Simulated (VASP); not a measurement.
# MnO (P6_3mc) in VASP: further runs, part 2 of 2

VASP 6.6.1. The steps go on from the part before.

### 3 Relaxation of cell and atoms, PBE+U, collinear spin, ferromagnetic start

This run uses another cell than the first one, of 13.26 Å³/atom.

The input, INCAR:

```
  PREC = Accurate
  ENCUT = 600
  EDIFF = 1E-6
  ISMEAR = 0
  SIGMA = 0.1
  LREAL = False
  LASPH = True
  NELM = 150
  ALGO = Normal
  ISIF = 3
  LWAVE = False
  LCHARG = False
  ISPIN = 2
  MAGMOM = 4.35 4.35 0.15 0.15
  LORBIT = 11
  LMAXMIX = 4
  LDAU = True
  LDAUTYPE = 2
  LDAUL = 2 -1
  LDAUU = 3.9 0
  LDAUJ = 0 0
  LDAUPRINT = 1
  GGA = PE
  IBRION = 2
  NSW = 100
  EDIFFG = -0.05
```

The input, KPOINTS:

```
regular mesh
0
Gamma
  6 6 4
```

The input, POSCAR:

```
MnO
1.0
    3.3717009293      0.0000000000      0.0000000000
   -1.6858504646      2.9199786587      0.0000000000
    0.0000000000      0.0000000000      5.3855000000
Mn O
2 2
Direct
    0.3333333333      0.6666666667      0.0109600000
    0.6666666667      0.3333333333      0.5109600000
    0.3333333333      0.6666666667      0.3754700000
    0.6666666667      0.3333333333      0.8754700000
```

Potentials or basis: VASP PAW PBE potentials, release 64 (Mn_pv, O).

The run is started by

```sh
cat potpaw_PBE.64/Mn_pv/POTCAR potpaw_PBE.64/O/POTCAR > POTCAR
mpirun -np 1 vasp_std > vasp.out
```

OUTCAR:

```text
PREC = Accurate
   ENCUT = 600
   EDIFF = 1E-6
   ISMEAR = 0
   LREAL = False
   LASPH = True
   NELM = 150
   ISIF = 3
   ISPIN = 2
   LORBIT = 11
   GGA = PE
   IBRION = 2
   NSW = 100
   EDIFFG = -0.05

 ion  position               nearest neighbor table
   1  0.333  0.667  0.011-   3 1.96   4 2.08   4 2.08   4 2.08
   2  0.667  0.333  0.511-   4 1.96   3 2.08   3 2.08   3 2.08
   3  0.333  0.667  0.375-   1 1.96   2 2.08   2 2.08   2 2.08
   4  0.667  0.333  0.875-   2 1.96   1 2.08   1 2.08   1 2.08

  LATTYP: Found a hexagonal cell.
 ALAT       =     3.3717009293
 C/A-ratio  =     1.5972650342

  Lattice vectors:

 A1 = (   3.3717009293,   0.0000000000,   0.0000000000)
 A2 = (  -1.6858504646,   2.9199786587,   0.0000000000)
 A3 = (   0.0000000000,   0.0000000000,   5.3855000000)

Analysis of symmetry for initial positions (statically):
=====================================================================
 Subroutine PRICEL returns:
 Original cell was already a primitive cell.

 Routine SETGRP: Setting up the symmetry group for a
 hexagonal supercell.

 Subroutine GETGRP returns: Found 12 space group operations
 (whereof  6 operations were pure point group operations)
 out of a pool of 24 trial point group operations.

The static configuration has the point symmetry C_3v.
 The point group associated with its full space group is C_6v.

Analysis of symmetry for dynamics (positions and initial velocities):
=====================================================================
 Subroutine PRICEL returns:
 Original cell was already a primitive cell.
[... 3031 lines left out ...]
  o =  0.9505  v = -0.0000 -0.0000  1.0000 -0.0000 -0.0000  0.0000  0.0000  0.0000  0.0000  0.0000      0.0000  0.0000  0.0000  0.0000  0.0000  0.0000  0.0000  0.0000  0.0000  0.0000

atom =   2  type =  1  l = 2

 onsite density matrix

spin component  1

  0.9489  0.0000 -0.0000 -0.0016  0.0000
  0.0000  0.9456  0.0000  0.0000 -0.0016
 -0.0000  0.0000  0.9505  0.0000 -0.0000
 -0.0016  0.0000  0.0000  0.9456 -0.0000
  0.0000 -0.0016 -0.0000 -0.0000  0.9489

spin component  2

  0.0459  0.0000 -0.0000 -0.0150 -0.0000
  0.0000  0.0286  0.0000  0.0000 -0.0150
 -0.0000  0.0000  0.0583  0.0000 -0.0000
 -0.0150  0.0000  0.0000  0.0286 -0.0000
 -0.0000 -0.0150 -0.0000 -0.0000  0.0459

 occupancies and eigenvectors

  o =  0.0199  v =  0.0000  0.0000  0.0000  0.0000  0.0000 -0.2239  0.7743  0.0000 -0.3880  0.4469      0.0000  0.0000  0.0000  0.0000  0.0000  0.0000  0.0000  0.0000  0.0000  0.0000
  o =  0.0199  v =  0.0000  0.0000  0.0000  0.0000  0.0000 -0.4469 -0.3880 -0.0000 -0.7743 -0.2239      0.0000  0.0000  0.0000  0.0000  0.0000  0.0000  0.0000  0.0000  0.0000  0.0000
  o =  0.0545  v =  0.0000  0.0000  0.0000  0.0000  0.0000  0.3880  0.4469 -0.0000 -0.2240 -0.7743      0.0000  0.0000  0.0000  0.0000  0.0000  0.0000  0.0000  0.0000  0.0000  0.0000
  o =  0.0545  v =  0.0000  0.0000  0.0000  0.0000  0.0000  0.7743 -0.2240  0.0000 -0.4469  0.3880      0.0000  0.0000  0.0000  0.0000  0.0000  0.0000  0.0000  0.0000  0.0000  0.0000
  o =  0.0583  v =  0.0000  0.0000  0.0000  0.0000  0.0000 -0.0000  0.0000  1.0000  0.0000 -0.0000      0.0000  0.0000  0.0000  0.0000  0.0000  0.0000  0.0000  0.0000  0.0000  0.0000
  o =  0.9449  v = -0.1712  0.8262  0.0000 -0.4137  0.3419  0.0000  0.0000  0.0000  0.0000  0.0000      0.0000  0.0000  0.0000  0.0000  0.0000  0.0000  0.0000  0.0000  0.0000  0.0000
  o =  0.9449  v =  0.3419  0.4137  0.0000  0.8262  0.1712  0.0000  0.0000  0.0000  0.0000  0.0000      0.0000  0.0000  0.0000  0.0000  0.0000  0.0000  0.0000  0.0000  0.0000  0.0000
  o =  0.9496  v = -0.4138 -0.3419  0.0000  0.1712  0.8262  0.0000  0.0000  0.0000  0.0000  0.0000      0.0000  0.0000  0.0000  0.0000  0.0000  0.0000  0.0000  0.0000  0.0000  0.0000
  o =  0.9496  v =  0.8262 -0.1712  0.0000 -0.3419  0.4138  0.0000  0.0000  0.0000  0.0000  0.0000      0.0000  0.0000  0.0000  0.0000  0.0000  0.0000  0.0000  0.0000  0.0000  0.0000
  o =  0.9505  v = -0.0000  0.0000  1.0000  0.0000 -0.0000  0.0000  0.0000  0.0000  0.0000  0.0000      0.0000  0.0000  0.0000  0.0000  0.0000  0.0000  0.0000  0.0000  0.0000  0.0000

--------------------------------------- Ionic step       10  -------------------------------------------

 number of electron      38.0000008 magnetization      10.0000004

 Free energy of the ion-electron system (eV)
  ---------------------------------------------------
  ext. energy  EPLUGINS =         0.00000000
  ---------------------------------------------------
  free energy    TOTEN  =       -30.86077556 eV

  energy without entropy =      -30.86021022  energy(sigma->0) =      -30.86049289

 E-fermi :   4.3378     XC(G=0): -10.1646

 val. band max:        4.3225802090   @ k =   0.0000   0.0000   0.0000
 cond. band min:       4.9331060204   @ k =   0.0000   0.0000   0.2500
 fundamental gap:      0.6105258114
 Fermi energy:         4.3377627418
[... 1336 lines left out ...]
  FREE ENERGIE OF THE ION-ELECTRON SYSTEM (eV)
  ---------------------------------------------------
  free  energy   TOTEN  =       -30.8607755612 eV

  energy  without entropy=      -30.8602102208  energy(sigma->0) =      -30.86049289

 reached required accuracy - stopping structural energy minimisation

 total charge

# of ion       s       p       d       tot
------------------------------------------
    1        0.227   6.199   4.927  11.353
    2        0.227   6.199   4.927  11.353
    3        1.548   3.450   0.000   4.998
    4        1.548   3.450   0.000   4.998
--------------------------------------------------
tot          3.550  19.297   9.854  32.701

 magnetization (x)

# of ion       s       p       d       tot
------------------------------------------
    1        0.037   0.048   4.523   4.608
    2        0.037   0.048   4.523   4.608
    3        0.013   0.086   0.000   0.099
    4        0.013   0.086   0.000   0.099
--------------------------------------------------
tot          0.099   0.269   9.045   9.413
```

OSZICAR:

```text
N       E                     dE             d eps       ncg     rms          rms(c)
DAV:   1     0.488649660390E+03    0.48865E+03   -0.23550E+04  2360   0.177E+03
DAV:   2     0.126852579915E+02   -0.47596E+03   -0.44634E+03  2388   0.495E+02
DAV:   3    -0.320509118090E+02   -0.44736E+02   -0.43812E+02  2576   0.156E+02
DAV:   4    -0.330435310764E+02   -0.99262E+00   -0.98911E+00  2536   0.246E+01
[... 101 lines left out ...]
DAV:   4    -0.308612611529E+02    0.15747E-02   -0.21511E-03  2840   0.522E-01    0.235E-01
DAV:   5    -0.308608139955E+02    0.44716E-03   -0.56869E-04  2756   0.254E-01    0.997E-02
DAV:   6    -0.308607731115E+02    0.40884E-04   -0.18185E-04  2660   0.124E-01    0.409E-02
DAV:   7    -0.308607748785E+02   -0.17669E-05   -0.21061E-05  2468   0.515E-02    0.245E-02
DAV:   8    -0.308607755612E+02   -0.68273E-06   -0.33301E-06  2092   0.262E-02
  10 F= -.30860776E+02 E0= -.30860493E+02  d E =-.756803E-02  mag=    10.0000
```

CONTCAR:

```text
MnO
   1.00000000000000
     3.4846126615057620    0.0000000000019707   -0.0000000000000000
    -1.7423063306995001    3.0177630871707035    0.0000000000000000
     0.0000000000000000    0.0000000000000000    5.4241706838924335
  Mn              O
     2     2
Direct
     0.3333333332999970    0.6666666667000030    0.9983054996917453
     0.6666666667000030    0.3333333332999970    0.4983054996917453
     0.3333333332999970    0.6666666667000030    0.3881245003082519
     0.6666666667000030    0.3333333332999970    0.8881245003082519

  0.00000000E+00  0.00000000E+00  0.00000000E+00
  0.00000000E+00  0.00000000E+00  0.00000000E+00
  0.00000000E+00  0.00000000E+00  0.00000000E+00
  0.00000000E+00  0.00000000E+00  0.00000000E+00
```

It took 5.1 min on 1 thread of Intel Xeon Platinum 8488C (Sapphire Rapids), shared host; peak memory 0.25 GiB.

Results:

```yaml
Free_energy: -30.8608 eV
Relaxed_volume: 14.26 Å³/atom
Relaxed_cell: a = 3.485 Å, b = 3.485 Å, c = 5.424 Å, α = 90.00°, β = 90.00°, γ = 120.00°
Space_group_after_relaxing_to_0.1_Å: P6_3mc (No. 186)
Energy_gained_by_relaxing: 52.2 meV/atom
Ionic_steps: 10
Pressure_after_relaxing: 0.3 GPa
Largest_force_after_relaxing: 0.011 eV/Å
Band_gap_on_the_k_mesh: zero (filled and empty bands touch)
Net_moment: 10.00 μB per cell
Site_moments: Mn +4.61; O +0.10 μB
Valence_electrons_inside_the_program's_atomic_spheres: Mn 11.35; O 5.00
```

Forces on the atoms (eV/Å):
```
Mn   0.000  0.000 -0.011
Mn   0.000  0.000 -0.011
O    0.000  0.000  0.011
O    0.000  0.000  0.011
```

Step by step:
| step | energy change (eV) | largest force (eV/Å) | pressure (GPa) | volume (Å³) |
| --- | --- | --- | --- | --- |
| 1 | 0.0000 | 0.8947 | 10.63 | 53.02 |
| 2 | -0.1398 | 0.1362 | -4.31 | 60.03 |
| 3 | -0.1941 | 0.0611 | 0.09 | 57.27 |
| 4 | -0.1941 | 0.0709 | 0.23 | 57.19 |
| 5 | -0.1974 | 0.0915 | 0.02 | 57.32 |
| 6 | -0.2013 | 0.1479 | -0.70 | 57.69 |
| 7 | -0.2033 | 0.1261 | -0.55 | 57.61 |
| 8 | -0.2075 | 0.0668 | -0.21 | 57.35 |
| 9 | -0.2080 | 0.0287 | 0.59 | 56.82 |
| 10 | -0.2089 | 0.0107 | 0.32 | 57.04 |

Final structure:
```cif
data_structure
_symmetry_space_group_name_H-M 'P 1'
_symmetry_Int_Tables_number 1
_cell_length_a 3.4846
_cell_length_b 3.4846
_cell_length_c 5.4242
_cell_angle_alpha 90.000
_cell_angle_beta 90.000
_cell_angle_gamma 120.000
_cell_volume 57.04
loop_
_atom_site_label
_atom_site_type_symbol
_atom_site_fract_x
_atom_site_fract_y
_atom_site_fract_z
_atom_site_occupancy
Mn1 Mn 0.33333 0.66667 0.99831 1
Mn2 Mn 0.66667 0.33333 0.49831 1
O1 O 0.33333 0.66667 0.38812 1
O2 O 0.66667 0.33333 0.88812 1
```

Levels at points of the mesh, in eV from the Fermi level:
Spin up:
```tsv
k point	band 20	band 21	band 22	band 23	band 24	band 25	band 26	band 27	band 28
(0.00, 0.00, 0.00)	-0.75	-0.75	-0.56	-0.32	-0.02	-0.02	4.35	6.28	11.57
(0.50, 0.00, 0.00)	-2.92	-2.39	-2.23	-1.06	-0.99	4.59	5.01	6.49	7.80
(0.00, 0.00, 0.50)	-1.75	-0.39	-0.39	-0.39	-0.39	2.01	2.01	9.03	9.03
(0.50, 0.00, 0.50)	-2.97	-1.52	-1.52	-1.23	-1.23	4.49	4.49	6.80	6.80
```
Spin down:
| k point | band 12 | band 13 | band 14 | band 15 | band 16 | band 17 |
| --- | --- | --- | --- | --- | --- | --- |
| (0.00, 0.00, 0.00) | -3.43 | -3.43 | -3.12 | 0.67 | 3.64 | 3.64 |
| (0.50, 0.00, 0.00) | -3.47 | -3.31 | -3.26 | 2.45 | 3.08 | 3.32 |
| (0.00, 0.00, 0.50) | -3.44 | -3.44 | -3.44 | 2.75 | 2.75 | 4.17 |
| (0.50, 0.00, 0.50) | -3.37 | -3.35 | -3.35 | 3.01 | 3.01 | 4.01 |

Eigenvalues of the final occupation matrices:
| site | spin | trace | eigenvalues |
| --- | --- | --- | --- |
| site 1 d | 1 | 4.74 | 0.94 0.94 0.95 0.95 0.95 |
| site 1 d | 2 | 0.21 | 0.02 0.02 0.05 0.05 0.06 |
| site 2 d | 1 | 4.74 | 0.94 0.94 0.95 0.95 0.95 |
| site 2 d | 2 | 0.21 | 0.02 0.02 0.05 0.05 0.06 |

Caveat: only a ferromagnetic start was run, and an antiferromagnetic order may lie lower in energy. PBE usually gives volumes a little too large and moduli too small.
